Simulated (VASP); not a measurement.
# Zr in VASP: relaxation of the atoms with PBE

Aim: the relaxation of the atoms of Zr with PBE.

All numbers are computed with VASP 6.6.1; they aren't measurements. Logs are shortened: lines on timing, memory, paths and dates and some standing lists are left out, and cuts for length are marked.

## (1) The cell of the first run

The cell holds a slab with vacuum, 5 atoms: a = 5.055 Å, b = 5.055 Å, c = 18.128 Å, α = 90.00°, β = 90.00°, γ = 120.00°.

## (2) Relaxation of the atoms, PBE

File INCAR:

```
PREC     = Accurate       # precision mode
ENCUT    = 450            # plane-wave cutoff, eV
EDIFF    = 1E-7           # SCF threshold, eV
ISMEAR   = 0              # smearing method
SIGMA    = 0.1            # smearing width, eV
LREAL    = False          # projectors in reciprocal space
LASPH    = True           # aspherical terms in the spheres
NELM     = 120            # most SCF steps
ALGO     = Normal         # electronic algorithm
ISIF     = 2              # what is computed and relaxed
LWAVE    = False          # write WAVECAR
LCHARG   = False          # write CHGCAR
LDIPOL   = True         
IDIPOL   = 3            
DIPOL    = 0.5 0.5 0.500
GGA      = PE             # functional
IBRION   = 2              # ionic algorithm
NSW      = 70             # ionic steps
EDIFFG   = -0.03          # ionic threshold
GGA_COMPAT= False        
NELMIN   = 4            
NELMDL   = -8
```

File KPOINTS:

```
Automatic mesh
0
Gamma
  6 6 1
```

File POSCAR:

```
Zr
1.0
    5.0551939858      0.0000000000      0.0000000000
   -2.5275969929      4.3779264128      0.0000000000
    0.0000000000      0.0000000000     18.1275486053
Zr
5
Selective dynamics
Direct
    0.6666666667      0.3333333333      0.3861525986  F F F
    0.3333333333      0.6666666667      0.4430762993  F F F
    0.0000000000      0.0000000000      0.5000000000  T T T
    0.6666666667      0.3333333333      0.5569237007  T T T
    0.3333333333      0.6666666667      0.6138474014  T T T
```

Potentials or basis: VASP PAW PBE potentials, release 64 (Zr_sv).

Command:

```bash
$ cat potpaw_PBE.64/Zr_sv/POTCAR > POTCAR
$ mpirun -np 1 vasp_std > vasp.out
```

OUTCAR:

```text
PREC = Accurate
   ENCUT = 450
   EDIFF = 1E-7
   ISMEAR = 0
   LREAL = False
   LASPH = True
   NELM = 120
   ISIF = 2
   GGA = PE
   IBRION = 2
   NSW = 70
   EDIFFG = -0.03
   NELMIN = 4
   NELMDL = -8

 ion  position               nearest neighbor table
   1  0.667  0.333  0.386-   2 3.10   4 3.10   2 3.10   2 3.10   3 3.57   3 3.57   3 3.57
   2  0.333  0.667  0.443-   3 3.10   1 3.10   5 3.10   1 3.10   3 3.10   3 3.10   1 3.10   4 3.57
                             4 3.57   4 3.57
   3  0.000  0.000  0.500-   2 3.10   4 3.10   4 3.10   2 3.10   4 3.10   2 3.10   1 3.57   5 3.57
                             1 3.57   5 3.57   1 3.57   5 3.57
   4  0.667  0.333  0.557-   3 3.10   5 3.10   1 3.10   5 3.10   3 3.10   3 3.10   5 3.10   2 3.57
                             2 3.57   2 3.57
   5  0.333  0.667  0.614-   4 3.10   2 3.10   4 3.10   4 3.10   3 3.57   3 3.57   3 3.57

  LATTYP: Found a hexagonal cell.
 ALAT       =     5.0551939858
 C/A-ratio  =     3.5859254177

  Lattice vectors:

 A1 = (   5.0551939858,   0.0000000000,   0.0000000000)
 A2 = (  -2.5275969929,   4.3779264128,   0.0000000000)
 A3 = (   0.0000000000,   0.0000000000,  18.1275486053)

Analysis of symmetry for initial positions (statically):
=====================================================================
 Subroutine PRICEL returns:
 Original cell was already a primitive cell.

 Routine SETGRP: Setting up the symmetry group for a
 hexagonal supercell.

 Subroutine GETGRP returns: Found 12 space group operations
 (whereof 12 operations were pure point group operations)
 out of a pool of 24 trial point group operations.

The static configuration has the point symmetry D_3d.

Analysis of symmetry for dynamics (positions and initial velocities):
=====================================================================
 Subroutine PRICEL returns:
 Original cell was already a primitive cell.

 Routine SETGRP: Setting up the symmetry group for a
 hexagonal supercell.

 Subroutine GETGRP returns: Found 12 space group operations
 (whereof 12 operations were pure point group operations)
 out of a pool of 24 trial point group operations.

The dynamic configuration has the point symmetry D_3d.

Analysis of constrained symmetry for selective dynamics:
=====================================================================
 Subroutine PRICEL returns:
 Original cell was already a primitive cell.

 Routine SETGRP: Setting up the symmetry group for a
 hexagonal supercell.

 Subroutine GETGRP returns: Found  6 space group operations
 (whereof  6 operations were pure point group operations)
 out of a pool of 24 trial point group operations.

The constrained configuration has the point symmetry C_3v.

 Subroutine INISYM returns: Found  6 space group operations
 (whereof  6 operations are pure point group operations),
 and found     1 'primitive' translations

----------------------------------------------------------------------------------------

                                     Primitive cell

  volume of cell :     401.1856

  direct lattice vectors                    reciprocal lattice vectors
     5.055193986  0.000000000  0.000000000     0.197816345  0.114209320  0.000000000
    -2.527596993  4.377926413  0.000000000     0.000000000  0.228418641  0.000000000
     0.000000000  0.000000000 18.127548605     0.000000000  0.000000000  0.055164657

  length of vectors
     5.055193986  5.055193986 18.127548605     0.228418641  0.228418641  0.055164657

  position of ions in fractional coordinates (direct lattice)
     0.666666667  0.333333333  0.386152599
     0.333333333  0.666666667  0.443076299
     0.000000000  0.000000000  0.500000000
     0.666666667  0.333333333  0.556923701
     0.333333333  0.666666667  0.613847401

  ion indices of the primitive-cell ions
   primitive index   ion index
                 1           1
[... 28 lines left out ...]

 Found      7 irreducible k-points:

 Following reciprocal coordinates:
            Coordinates               Weight
  0.000000  0.000000  0.000000      1.000000
  0.166667 -0.000000  0.000000      6.000000
  0.333333 -0.000000  0.000000      6.000000
  0.500000 -0.000000  0.000000      3.000000
  0.166667  0.166667  0.000000      6.000000
  0.333333  0.166667  0.000000     12.000000
  0.333333  0.333333  0.000000      2.000000
   k-points           NKPTS =      7   k-points in BZ     NKDIM =      7   number of bands    NBANDS=     36
   number of dos      NEDOS =    301   number of ions     NIONS =      5
   total plane-waves  NPLWV = 163296
   dimension x,y,z NGX =    36 NGY =   36 NGZ =  126
   dimension x,y,z NGXF=    72 NGYF=   72 NGZF=  252
   ions per type =               5
   NGX,Y,Z   is equivalent  to a cutoff of  11.84, 11.84, 11.56 a.u.
   NGXF,Y,Z  is equivalent  to a cutoff of  23.68, 23.68, 23.11 a.u.
 SYSTEM =  unknown system
   PREC   = accura    normal or accurate (medium, high low for compatibility)
   ISTART =      0    job   : 0-new  1-cont  2-samecut
   ICHARG =      2    charge: 1-file 2-atom 10-const
   ISPIN  =      1    spin polarized calculation?
   LNONCOLLINEAR =      F non collinear calculations
   LSORBIT =      F    spin-orbit coupling
   LASPH  =      T    aspherical Exc in radial PAW
   ENCUT  =  450.0 eV  33.07 Ry    5.75 a.u.   8.74  8.74 31.35*2*pi/ulx,y,z
   NELM   =    120;   NELMIN=  4; NELMDL= -8     # of ELM steps
   EDIFF  = 0.1E-06   stopping-criterion for ELM
   LREAL  =      F    real-space projection
   EDIFFG = -.3E-01   stopping-criterion for IOM
   NSW    =     70    number of steps for IOM
   IBRION =      2    ionic relax: 0-MD 1-quasi-New 2-CG
   NFREE  =      1    steps in history (QN), initial steepest desc. (CG)
   ISIF   =      2    stress and relaxation
   ISYM   =      2    0-nonsym 1-usesym 2-fastsym
   POTIM  = 0.5000    time-step for ionic-motion
   TEBEG  =    0.0;   TEEND  =   0.0 temperature during run
   PSTRESS=    0.0 pullay stress
   NELECT =      60.0000    total number of electrons
   NUPDOWN=      -1.0000    fix difference up-down
   EMIN   =  10.00;   EMAX   =-10.00  energy-range for DOS
   EFERMI =   0.00;   METHOD = LEGACY
   ISMEAR =     0;   SIGMA  =   0.10  broadening in eV -4-tet -1-fermi 0-gaus
   EFERMI_NEDOS =   21; number of points for ismear=-14 and -15
   IALGO  =     38    algorithm
   IMIX   =      4    mixing-type and parameters
     AMIX     =   0.40;   BMIX     =  1.00
     AMIX_MAG =   1.60;   BMIX_MAG =  1.00
  volume/ion in A,a.u.               =      80.24       541.47
  Fermi-wavevector in a.u.,A,eV,Ry     =   0.868981  1.642135 10.274133  0.755127
  Thomas-Fermi vector in A             =   1.987737
   LORBIT       =      0    0 simple, 1 ext, 2 COOP (PROOUT), +10 PAW based schemes
   GGA     = PE    functional components
   LHFCALC =     F    Hartree Fock is set to
   AEXX    =    0.0000 exact exchange contribution
   IVDW    =     0    specifies the selected vdW correction
   LEPSILON=     F    determine dielectric tensor
   LRPA    =     F    only Hartree local field effects (RPA)
 conjugate gradient relaxation of ions
 non-spin polarized calculation
 Gauss-broadening in eV      SIGMA  =   0.10
  energy-cutoff  :      450.00
  volume of cell :      401.19
 maximum number of plane-waves:      8729
 NGX is ok and might be reduce to    36
   NGX = 17   NGY = 17   NGZ = 63

--------------------------------------- Ionic step        1  -------------------------------------------

 number of electron      60.0000000 magnetization

 Free energy of the ion-electron system (eV)
  ---------------------------------------------------
  ext. energy  EPLUGINS =         0.00000000
  ---------------------------------------------------
  free energy    TOTEN  =       -36.87657822 eV

  energy without entropy =      -36.81197531  energy(sigma->0) =      -36.84427677

------------------------ aborting loop because EDIFF is reached ----------------------------------------

  FORCE on cell =-STRESS in cart. coord.  units (eV):
  Direction    XX          YY          ZZ          XY          YZ          ZX
  --------------------------------------------------------------------------------------
  -------------------------------------------------------------------------------------
  Total       -6.8293406     -6.8293406     -6.3708097     -0.0000000      0.0000000     -0.0000000
  in kB      -27.2736958    -27.2736958    -25.4425042     -0.0000000      0.0000000     -0.0000000
  external PRESSURE =     -26.6632986 kB  Pullay stress =       0.0000000 kB
[... 98 lines left out ...]
  FREE ENERGIE OF THE ION-ELECTRON SYSTEM (eV)
  ---------------------------------------------------
  free  energy   TOTEN  =       -37.3146388834 eV

  energy  without entropy=      -37.2725324596  energy(sigma->0) =      -37.29358567

 vacuum level on the upper side and lower side of the slab       (xc-potential included)        -0.392         0.001

 dipolmoment           0.000000      0.000000      0.067157 electrons x Angstroem

[... ionic steps 4 to 11 ...]

--------------------------------------- Ionic step       12  -------------------------------------------

 number of electron      60.0000000 magnetization

------------------------ aborting loop because EDIFF is reached ----------------------------------------
[... 73 lines left out ...]
--------------------------------------- Ionic step       14  -------------------------------------------

 number of electron      60.0000000 magnetization

 dipolmoment           0.000000      0.000000     -0.011305 electrons x Angstroem

 Free energy of the ion-electron system (eV)
  ---------------------------------------------------
  ext. energy  EPLUGINS =         0.00000000
  ---------------------------------------------------
  free energy    TOTEN  =       -37.37403703 eV

  energy without entropy =      -37.33142365  energy(sigma->0) =      -37.35273034

 E-fermi :   0.3416     XC(G=0):  -4.3487

 val. band max:        0.3261175151   @ k =   0.3333   0.3333   0.0000
 cond. band min:       0.3776997735   @ k =   0.5000  -0.0000   0.0000
 fundamental gap:      0.0515822584
 Fermi energy:         0.3415749140

 k-point     1 :       0.0000    0.0000    0.0000
  band No.  band energies     occupation
      1     -48.9011      2.00000
      2     -48.6718      2.00000
      3     -48.2728      2.00000
      4     -47.9154      2.00000
      5     -47.8340      2.00000
      6     -27.0506      2.00000
[... 262 lines left out ...]
     35       1.0774      0.00000
     36       1.6231      0.00000

------------------------ aborting loop because EDIFF is reached ----------------------------------------

 vacuum level on the upper side and lower side of the slab       (xc-potential included)        -0.220        -0.142

  FORCE on cell =-STRESS in cart. coord.  units (eV):
  Direction    XX          YY          ZZ          XY          YZ          ZX
  --------------------------------------------------------------------------------------
  -------------------------------------------------------------------------------------
  Total       -3.8865558     -3.8865558      0.7324957      0.0000000     -0.0000000      0.0000000
  in kB      -15.5213728    -15.5213728      2.9252994      0.0000000     -0.0000000      0.0000000
  external PRESSURE =      -9.3724821 kB  Pullay stress =       0.0000000 kB
[... 20 lines left out ...]
  FREE ENERGIE OF THE ION-ELECTRON SYSTEM (eV)
  ---------------------------------------------------
  free  energy   TOTEN  =       -37.3740370297 eV

  energy  without entropy=      -37.3314236493  energy(sigma->0) =      -37.35273034

 reached required accuracy - stopping structural energy minimisation

 vacuum level on the upper side and lower side of the slab         3.340         3.418
```

It took 32 min on 1 thread of Intel Xeon Platinum 8259CL at 2.50GHz (Skylake/Cascade Lake), shared host; peak memory 0.42 GiB.

What came out:

| Item | Value |
| --- | --- |
| Free energy | -37.3740 eV |
| Energy gained by relaxing | 99.5 meV/atom |
| Ionic steps | 14 |
| Band gap on the k mesh | zero (bands 30 and 31 overlap by 0.10 eV) |

The path:
| step | energy change (eV) | largest force on free atoms (eV/Å) | pressure (GPa) |
| --- | --- | --- | --- |
| 1 | 0.0000 | 1.5915 | -2.67 |
| 2 | -0.1426 | 1.4450 | -2.43 |
| 3 | -0.4381 | 0.4737 | -1.61 |
| 4 | 0.1607 | 3.4517 | 0.50 |
| 5 | -0.4684 | 0.4061 | -1.31 |
| 6 | -0.4696 | 0.3923 | -1.23 |
| 7 | -0.4836 | 0.1826 | -1.08 |
| 8 | -0.4862 | 0.1797 | -0.97 |
| 9 | -0.4898 | 0.1511 | -0.96 |
| 10 | -0.4964 | 0.0577 | -0.93 |
| 11 | -0.4906 | 0.1240 | -0.83 |
| 12 | -0.4973 | 0.0527 | -0.90 |
| 13 | -0.4973 | 0.0505 | -0.91 |
| 14 | -0.4975 | 0.0239 | -0.94 |

Final structure:
```
CELL_PARAMETERS angstrom
5.05519 0.00000 0.00000
-2.52760 4.37793 0.00000
0.00000 0.00000 18.12755
ATOMIC_POSITIONS crystal
Zr 0.66667 0.33333 0.38615
Zr 0.33333 0.66667 0.44308
Zr 0.00000 0.00000 0.49170
Zr 0.66667 0.33333 0.53517
Zr 0.33333 0.66667 0.59975
```

The gap in the log of VASP goes by the Fermi energy; the results here count the filled bands.